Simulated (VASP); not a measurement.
# SiO2 (I-42d) in VASP: a series of runs

The runs below take SiO2 through single point, with PBE.

All numbers are computed with VASP 6.6.1; they aren't measurements. Logs are shortened: lines on timing, memory, paths and dates and some standing lists are left out, and cuts for length are marked.

### 1 The cell of the first run

Symmetry: I-42d, No. 122, tetragonal system. Conventional cell: a = 4.741 Å, b = 4.741 Å, c = 7.300 Å, α = 90.00°, β = 90.00°, γ = 90.00°. Si (site symmetry -4) has 4 O at 1.62 Å within 2.2 Å. Within 2.2 Å of O (site symmetry 2) lie 2 Si at 1.62 Å.

### 2 Single point, PBE (volume scaled by 0.88, then relaxed in part)

Contents of INCAR:

```
SYSTEM = SiO2
ALGO = Normal
EDIFF = 1E-6
ENCUT = 520
GGA = PE
ISIF = 2
ISMEAR = 0
LASPH = .TRUE.
LCHARG = .FALSE.
LREAL = .FALSE.
LWAVE = .FALSE.
NBANDS = 25
NELM = 60
PREC = Accurate
SIGMA = 0.02
```

Contents of KPOINTS:

```
k-points
0
G
  6 6 6
  0 0 0
```

Contents of POSCAR:

```
SiO2
1.0
   -2.3704713454      2.3704713454      3.6498964322
    2.3704713454     -2.3704713454      3.6498964322
    2.3704713454      2.3704713454     -3.6498964322
Si O
2 4
Direct
    0.0000000000      0.0000000000      0.0000000000
    0.7500000000      0.2500000000      0.5000000000
    1.0086940668      0.6250000000      0.8836940668
    0.3750000000      0.2586940668      0.3836940668
    0.7413059332      0.1250000000      0.1163059332
    0.8750000000     -0.0086940668      0.6163059332
```

Potentials or basis: VASP PAW PBE potentials, release 64 (Si, O).

Started as:

```sh
$ cat potpaw_PBE.64/Si/POTCAR potpaw_PBE.64/O/POTCAR > POTCAR
$ mpirun -np 1 vasp_std > vasp.out
```

OUTCAR:

```text
SYSTEM = SiO2
   EDIFF = 1E-6
   ENCUT = 520
   GGA = PE
   ISIF = 2
   ISMEAR = 0
   LASPH = .TRUE.
   LREAL = .FALSE.
   NELM = 60
   PREC = Accurate

 ion  position               nearest neighbor table
   1  0.000  0.000  0.000-   3 1.62   4 1.62   5 1.62   6 1.62   2 2.99   2 2.99   2 2.99   2 2.99

   2  0.750  0.250  0.500-   3 1.62   4 1.62   5 1.62   6 1.62   1 2.99   1 2.99   1 2.99   1 2.99

   3  0.009  0.625  0.884-   1 1.62   2 1.62
   4  0.375  0.259  0.384-   1 1.62   2 1.62
   5  0.741  0.125  0.116-   1 1.62   2 1.62
   6  0.875  0.991  0.616-   1 1.62   2 1.62

  LATTYP: Found a body centered tetragonal cell.
 ALAT       =     4.7409426908
 C/A-ratio  =     1.5397344664

  Lattice vectors:

 A1 = (  -2.3704713454,   2.3704713454,   3.6498964322)
 A2 = (   2.3704713454,  -2.3704713454,   3.6498964322)
 A3 = (   2.3704713454,   2.3704713454,  -3.6498964322)

Analysis of symmetry for initial positions (statically):
=====================================================================
 Subroutine PRICEL returns:
 Original cell was already a primitive cell.

 Routine SETGRP: Setting up the symmetry group for a
 body centered tetragonal supercell.

 Subroutine GETGRP returns: Found  8 space group operations
 (whereof  4 operations were pure point group operations)
 out of a pool of 16 trial point group operations.

The static configuration has the point symmetry S_4 .
 The point group associated with its full space group is D_2d.

Analysis of symmetry for dynamics (positions and initial velocities):
=====================================================================
 Subroutine PRICEL returns:
 Original cell was already a primitive cell.

 Routine SETGRP: Setting up the symmetry group for a
 body centered tetragonal supercell.

 Subroutine GETGRP returns: Found  8 space group operations
 (whereof  4 operations were pure point group operations)
 out of a pool of 16 trial point group operations.

The dynamic configuration has the point symmetry S_4 .
 The point group associated with its full space group is D_2d.

 Subroutine INISYM returns: Found  8 space group operations
 (whereof  4 operations are pure point group operations),
 and found     1 'primitive' translations

----------------------------------------------------------------------------------------

                                     Primitive cell

  volume of cell :      82.0370

  direct lattice vectors                    reciprocal lattice vectors
    -2.370471345  2.370471345  3.649896432     0.000000000  0.210928515  0.136990188
     2.370471345 -2.370471345  3.649896432     0.210928515  0.000000000  0.136990188
     2.370471345  2.370471345 -3.649896432     0.210928515  0.210928515  0.000000000

  length of vectors
     4.955805965  4.955805965  4.955805965     0.251509741  0.251509741  0.298297966

  position of ions in fractional coordinates (direct lattice)
     0.000000000  0.000000000  0.000000000
     0.750000000  0.250000000  0.500000000
     0.008694067  0.625000000  0.883694067
     0.375000000  0.258694067  0.383694067
     0.741305933  0.125000000  0.116305933
     0.875000000  0.991305933  0.616305933

  ion indices of the primitive-cell ions
   primitive index   ion index
                 1           1
                 2           2
                 3           3
                 4           4
                 5           5
                 6           6

----------------------------------------------------------------------------------------

 KPOINTS: k-points

Automatic generation of k-mesh.
 Grid dimensions read from file:
 generate k-points for:    6    6    6

 Generating k-lattice:

  Cartesian coordinates                     Fractional coordinates (reciprocal lattice)
     0.000000000  0.035154752  0.022831698     0.166666667  0.000000000 -0.000000000
     0.035154752  0.000000000  0.022831698     0.000000000  0.166666667 -0.000000000
     0.035154752  0.035154752  0.000000000     0.000000000  0.000000000  0.166666667

  Length of vectors
[... 45 lines left out ...]
 maximum number of plane-waves:      2229
 NGX is ok and might be reduce to    40
   NGX = 19   NGY = 19   NGZ = 19

 number of electron      31.9999996 magnetization

 Free energy of the ion-electron system (eV)
  ---------------------------------------------------
  ext. energy  EPLUGINS =         0.00000000
  ---------------------------------------------------
  free energy    TOTEN  =       -47.35317237 eV

  energy without entropy =      -47.35317237  energy(sigma->0) =      -47.35317237

 E-fermi :   0.1070     XC(G=0):  -8.7199

 val. band max:       -0.0116198658   @ k =   0.0000   0.0000   0.0000
 cond. band min:       6.1499542503   @ k =   0.0000   0.0000   0.0000
 fundamental gap:      6.1615741162
 Fermi energy:         0.1070232389

 k-point     1 :       0.0000    0.0000    0.0000
  band No.  band energies     occupation
      1     -19.0407      2.00000
      2     -16.9205      2.00000
      3     -16.9205      2.00000
      4     -16.8299      2.00000
      5      -8.5394      2.00000
      6      -5.1793      2.00000
[... 17 lines left out ...]
     24      13.9251      0.00000
     25      14.3032      0.00000

 k-point     2 :       0.1667   -0.0000    0.0000
  band No.  band energies     occupation
      1     -18.9513      2.00000
      2     -17.0393      2.00000
      3     -16.9282      2.00000
      4     -16.8589      2.00000
      5      -8.3548      2.00000
      6      -5.2457      2.00000
[... 17 lines left out ...]
     24      13.5472      0.00000
     25      14.0549      0.00000

 k-point     3 :       0.3333   -0.0000    0.0000
  band No.  band energies     occupation
      1     -18.7248      2.00000
      2     -17.3587      2.00000
      3     -16.9395      2.00000
      4     -16.8839      2.00000
      5      -7.9329      2.00000
      6      -5.4666      2.00000
[... 552 lines left out ...]
 k-point    23 :      -0.3333   -0.3333    0.1667
  band No.  band energies     occupation
      1     -18.5120      2.00000
      2     -17.5958      2.00000
      3     -16.9594      2.00000
      4     -16.9356      2.00000
      5      -7.4462      2.00000
      6      -5.7945      2.00000
[... 17 lines left out ...]
     24      13.4819      0.00000
     25      14.1236      0.00000

 k-point    24 :      -0.1667   -0.3333    0.1667
  band No.  band energies     occupation
      1     -18.7317      2.00000
      2     -17.3176      2.00000
      3     -16.9421      2.00000
      4     -16.9258      2.00000
      5      -7.8685      2.00000
      6      -5.3889      2.00000
[... 17 lines left out ...]
     24      13.6645      0.00000
     25      14.0924      0.00000

 [... further k-points ...]

------------------------ aborting loop because EDIFF is reached ----------------------------------------

  FORCE on cell =-STRESS in cart. coord.  units (eV):
  Direction    XX          YY          ZZ          XY          YZ          ZX
  --------------------------------------------------------------------------------------
  -------------------------------------------------------------------------------------
  Total        1.9117735      1.9117735      2.0033440      0.0000000      0.0000000      0.0000000
  in kB       37.3367976     37.3367976     39.1251638      0.0000000      0.0000000      0.0000000
  external PRESSURE =      37.9329197 kB  Pullay stress =       0.0000000 kB

 VOLUME and BASIS-vectors are now :
 -----------------------------------------------------------------------------
  energy-cutoff  :      520.00
  volume of cell :       82.04
      direct lattice vectors                 reciprocal lattice vectors
    -2.370471345  2.370471345  3.649896432     0.000000000  0.210928515  0.136990188
     2.370471345 -2.370471345  3.649896432     0.210928515  0.000000000  0.136990188
     2.370471345  2.370471345 -3.649896432     0.210928515  0.210928515  0.000000000

 POSITION                                       TOTAL-FORCE (eV/Angst)
 -----------------------------------------------------------------------------------
      0.00000      0.00000      0.00000         0.000000     -0.000000     -0.000000
      0.00000      2.37047      1.82495         0.000000     -0.000000      0.000000
      3.55571      0.63384     -0.91247         0.000000      0.004680      0.000000
      0.63384      1.18524      0.91247         0.004680     -0.000000      0.000000
     -1.18524      1.73664      2.73742         0.000000     -0.004680      0.000000
      1.73664      1.18524      4.56237        -0.004680     -0.000000      0.000000
 -----------------------------------------------------------------------------------
    total drift:                                0.000002      0.000002      0.000002

  FREE ENERGIE OF THE ION-ELECTRON SYSTEM (eV)
  ---------------------------------------------------
  free  energy   TOTEN  =       -47.3531723677 eV

  energy  without entropy=      -47.3531723677  energy(sigma->0) =      -47.35317237
```

It took 31 s on 1 thread of Intel Xeon 6975P-C (Granite Rapids), shared host; peak memory 0.25 GiB.

Results:

| Item | Value |
| --- | --- |
| Free energy | -47.3532 eV |
| Pressure | 3.8 GPa |
| Largest force | 0.005 eV/Å |
| Band gap on the k mesh | 6.16 eV, direct |

Forces on the atoms (eV/Å):
```
Si   0.000  0.000  0.000
Si   0.000  0.000  0.000
O    0.000  0.005  0.000
O    0.005  0.000  0.000
O    0.000 -0.005  0.000
O   -0.005  0.000  0.000
```

Caveat: the cell differs from its parent crystal (volume scaled by 0.88, then relaxed in part). A k mesh can miss the band edges.

### 3 Single point, PBE (volume scaled by 0.91, then relaxed in part)

Contents of INCAR:

```
SYSTEM = SiO2
PREC = Accurate
ENCUT = 520
EDIFF = 1E-7
ISMEAR = 0
SIGMA = 0.02
LREAL = .FALSE.
LASPH = .TRUE.
NELM = 100
ALGO = Normal
ISIF = 2
LWAVE = .FALSE.
LCHARG = .FALSE.
GGA = PE
NBANDS = 25
```

Contents of KPOINTS:

```
Automatic mesh
0
G
  6 6 6
  0 0 0
```

Contents of POSCAR:

```
SiO2
1.0
   -2.4073744367      2.4073744367      3.6594969719
    2.4073744367     -2.4073744367      3.6594969719
    2.4073744367      2.4073744367     -3.6594969719
Si O
2 4
Direct
    0.0000000000      0.0000000000      0.0000000000
    0.7500000000      0.2500000000      0.5000000000
    0.9986670553      0.6250000000      0.8736670553
    0.3750000000      0.2486670553      0.3736670553
    0.7513329447      0.1250000000      0.1263329447
    0.8750000000      0.0013329447      0.6263329447
```

Potentials or basis: VASP PAW PBE potentials, release 64 (Si, O).

Started as:

```sh
$ cat potpaw_PBE.64/Si/POTCAR potpaw_PBE.64/O/POTCAR > POTCAR
$ mpirun -np 1 vasp_std > vasp.out
```

Run time: 32 s. Hardware: 1 thread of Intel Xeon 6975P-C (Granite Rapids), shared host; peak memory 0.23 GiB.

The run converged. Its results:

- Free energy: -47.4120 eV
- Pressure: 2.7 GPa
- Largest force: 0.006 eV/Å
- Band gap on the k mesh: 6.05 eV, direct

Forces in eV/Å, atoms in the order of the input:
```
Si   0.000  0.000  0.000
Si   0.000  0.000  0.000
O    0.000  0.006  0.000
O    0.006  0.000  0.000
O    0.000 -0.006  0.000
O   -0.006  0.000  0.000
```

Levels at points of the mesh, in eV from the valence-band top:
```csv
k point,band 14,band 15,band 16,band 17,band 18,band 19
"(0.00, 0.00, 0.00)",-0.99,0.00,0.00,6.05,8.73,11.45
"(0.50, 0.00, 0.00)",-0.66,-0.24,-0.19,8.37,9.33,10.06
"(0.50, 0.50, 0.00)",-0.71,-0.20,-0.20,9.50,9.50,10.20
"(0.50, 0.50, 0.50)",-1.45,-0.13,-0.13,9.10,9.10,9.73
```

Caveat: the cell differs from its parent crystal (volume scaled by 0.91, then relaxed in part). A k mesh can miss the band edges.

### 4 Single point, PBE (volume scaled by 0.94, then relaxed in part)

Contents of INCAR:

```
ALGO = Normal
EDIFF = 1E-7
ENCUT = 520
GGA = PE
ISIF = 2
ISMEAR = 0
LASPH = True
LCHARG = True
LELF = True
LREAL = False
LVHAR = True
LWAVE = False
NBANDS = 25
NELM = 100
PREC = Accurate
SIGMA = 0.02
```

Contents of KPOINTS:

```
k-points
0
Gamma
  6 6 6
```

Contents of POSCAR:

```
SiO2
1.0
   -2.4449596525      2.4449596525      3.6648124081
    2.4449596525     -2.4449596525      3.6648124081
    2.4449596525      2.4449596525     -3.6648124081
Si O
2 4
Direct
    0.0000000000      0.0000000000      0.0000000000
    0.7500000000      0.2500000000      0.5000000000
    0.9884535182      0.6250000000      0.8634535182
    0.3750000000      0.2384535182      0.3634535182
    0.7615464818      0.1250000000      0.1365464818
    0.8750000000      0.0115464818      0.6365464818
```

Started as:

```sh
$ cat potpaw_PBE.64/Si/POTCAR potpaw_PBE.64/O/POTCAR > POTCAR
$ mpirun -np 1 vasp_std > vasp.out
```

It took 35 s on 1 thread of Intel Xeon 6975P-C (Granite Rapids), shared host; peak memory 0.24 GiB.

The run converged. Its results:

- Free energy: -47.4536 eV
- Pressure: 1.8 GPa
- Band gap on the k mesh: 5.94 eV, direct

Forces on the atoms (eV/Å):
```
Si   0.000  0.000  0.000
Si   0.000  0.000  0.000
O    0.000  0.002  0.000
O    0.002  0.000  0.000
O    0.000 -0.002  0.000
O   -0.002  0.000  0.000
```

Stress tensor (GPa, compression positive):
```
1.75 0.00 0.00
0.00 1.75 0.00
0.00 0.00 1.84
```

Levels at points of the mesh, in eV from the valence-band top:
```csv
k point,band 13,band 14,band 15,band 16,band 17,band 18,band 19,band 20
"(0.00, 0.00, 0.00)",-1.35,-0.88,0.00,0.00,5.94,8.74,11.03,11.09
"(0.50, 0.00, 0.00)",-1.32,-0.70,-0.33,-0.18,8.23,9.17,9.92,10.16
"(0.50, 0.50, 0.00)",-0.81,-0.81,-0.25,-0.25,9.29,9.29,10.12,10.12
"(0.50, 0.50, 0.50)",-1.45,-1.45,-0.20,-0.20,8.98,8.98,9.89,9.89
```

Caveat: the cell differs from its parent crystal (volume scaled by 0.94, then relaxed in part).

### 5 Single point, PBE (volume scaled by 0.97, then relaxed in part)

Contents of INCAR:

```
PREC = Accurate
ENCUT = 520
EDIFF = 1E-6
ISMEAR = 0
SIGMA = 0.02
LREAL = False
LASPH = True
NELM = 100
ALGO = Normal
ISIF = 2
LWAVE = False
LCHARG = False
GGA = PE
NBANDS = 25
```

Contents of KPOINTS:

```
regular mesh
0
Gamma
  6 6 6
```

Contents of POSCAR:

```
SiO2
1.0
   -2.4808316785      2.4808316785      3.6731987287
    2.4808316785     -2.4808316785      3.6731987287
    2.4808316785      2.4808316785     -3.6731987287
Si O
2 4
Direct
    0.0000000000      0.0000000000      0.0000000000
    0.7500000000      0.2500000000      0.5000000000
    0.9778913088      0.6250000000      0.8528913088
    0.3750000000      0.2278913088      0.3528913088
    0.7721086912      0.1250000000      0.1471086912
    0.8750000000      0.0221086912      0.6471086912
```

Started as:

```sh
$ cat potpaw_PBE.64/Si/POTCAR potpaw_PBE.64/O/POTCAR > POTCAR
$ mpirun -np 1 vasp_std > vasp.out
```

Wall time 31 s (1 thread of Intel Xeon 6975P-C (Granite Rapids), shared host); peak memory 0.24 GiB.

Results (log left out):

```
Free energy            : -47.4799 eV
Pressure               : 0.9 GPa
Band gap on the k mesh : 5.84 eV, direct
```

Stress tensor (GPa, compression positive):
```
0.90 0.00 0.00
0.00 0.90 0.00
0.00 0.00 1.00
```

Levels at points of the mesh, in eV from the valence-band top:
| k point | band 13 | band 14 | band 15 | band 16 | band 17 | band 18 | band 19 | band 20 |
| --- | --- | --- | --- | --- | --- | --- | --- | --- |
| (0.00, 0.00, 0.00) | -1.45 | -0.76 | 0.00 | 0.00 | 5.84 | 8.73 | 10.63 | 10.68 |
| (0.50, 0.00, 0.00) | -1.40 | -0.75 | -0.42 | -0.16 | 8.08 | 9.00 | 9.76 | 10.08 |
| (0.50, 0.50, 0.00) | -0.89 | -0.89 | -0.30 | -0.30 | 9.09 | 9.09 | 10.06 | 10.06 |
| (0.50, 0.50, 0.50) | -1.44 | -1.44 | -0.28 | -0.28 | 8.86 | 8.86 | 10.04 | 10.04 |

Caveat: the cell differs from its parent crystal (volume scaled by 0.97, then relaxed in part). A k mesh can miss the band edges.

### 6 Single point, PBE

This run uses another cell than the first one, of 15.54 Å³/atom, 1.136 times its volume.

Contents of INCAR:

```
SYSTEM = SiO2
PREC = Accurate
ENCUT = 520
EDIFF = 1E-6
ISMEAR = 0
SIGMA = 0.02
LREAL = .FALSE.
LASPH = .TRUE.
NELM = 100
ALGO = Normal
ISIF = 2
LWAVE = .FALSE.
LCHARG = .TRUE.
GGA = PE
LELF = .TRUE.
LVHAR = .TRUE.
NBANDS = 25
```

Contents of KPOINTS:

```
regular mesh
0
G
  6 6 6
  0 0 0
```

Contents of POSCAR:

```
SiO2
1.0
   -2.5133695493      2.5133695493      3.6893902076
    2.5133695493     -2.5133695493      3.6893902076
    2.5133695493      2.5133695493     -3.6893902076
Si O
2 4
Direct
    0.0000000000      0.0000000000      0.0000000000
    0.7500000000      0.2500000000      0.5000000000
    0.9670112400      0.6250000000      0.8420112400
    0.3750000000      0.2170112400      0.3420112400
    0.7829887600      0.1250000000      0.1579887600
    0.8750000000      0.0329887600      0.6579887600
```

Potentials or basis: VASP PAW PBE potentials, release 64 (Si, O).

Started as:

```sh
$ cat potpaw_PBE.64/Si/POTCAR potpaw_PBE.64/O/POTCAR > POTCAR
$ mpirun -np 1 vasp_std > vasp.out
```

Wall time 32 s (1 thread of Intel Xeon 6975P-C (Granite Rapids), shared host); peak memory 0.24 GiB.

It converged, with:

| Quantity | Value |
| --- | --- |
| Free energy | -47.4923 eV |
| Pressure | 0.1 GPa |
| Largest force | 0.005 eV/Å |
| Band gap on the k mesh | 5.73 eV, direct |

Forces in eV/Å, atoms in the order of the input:
```
Si   0.000  0.000  0.000
Si   0.000  0.000  0.000
O    0.000 -0.005  0.000
O   -0.005  0.000  0.000
O    0.000  0.005  0.000
O    0.005  0.000  0.000
```

Levels at points of the mesh, in eV from the valence-band top:
| k point | band 13 | band 14 | band 15 | band 16 | band 17 | band 18 | band 19 | band 20 |
| --- | --- | --- | --- | --- | --- | --- | --- | --- |
| (0.00, 0.00, 0.00) | -1.55 | -0.65 | 0.00 | 0.00 | 5.73 | 8.71 | 10.22 | 10.27 |
| (0.50, 0.00, 0.00) | -1.48 | -0.79 | -0.51 | -0.13 | 7.93 | 8.83 | 9.58 | 10.01 |
| (0.50, 0.50, 0.00) | -0.98 | -0.98 | -0.35 | -0.35 | 8.90 | 8.90 | 10.02 | 10.02 |
| (0.50, 0.50, 0.50) | -1.43 | -1.43 | -0.34 | -0.34 | 8.73 | 8.73 | 10.19 | 10.19 |

A k mesh can miss the band edges.

### 7 Overview

| cell | gap on the mesh (eV) | pressure (GPa) |
| --- | --- | --- |
| a = 4.956 Å, angles 122.8, 122.8, 85.1°, 6 atoms | 6.16 | 3.8 |
| a = 4.998 Å, angles 122.4, 122.4, 85.9°, 6 atoms | 6.05 | 2.7 |
| a = 5.039 Å, angles 121.9, 121.9, 86.7°, 6 atoms | 5.94 | 1.8 |
| a = 5.080 Å, angles 121.5, 121.5, 87.4°, 6 atoms | 5.84 | 0.9 |
| a = 5.123 Å, angles 121.2, 121.2, 87.9°, 6 atoms | 5.73 | 0.1 |

Alike in all rows: task single point; level PBE; potentials or basis VASP PAW PBE potentials, release 64 (Si, O); no spin polarisation; k mesh 6 × 6 × 6; cutoff (eV) 520; smearing gaussian 0.02 eV.

Absolute energies hang on the potentials; compare differences alone.
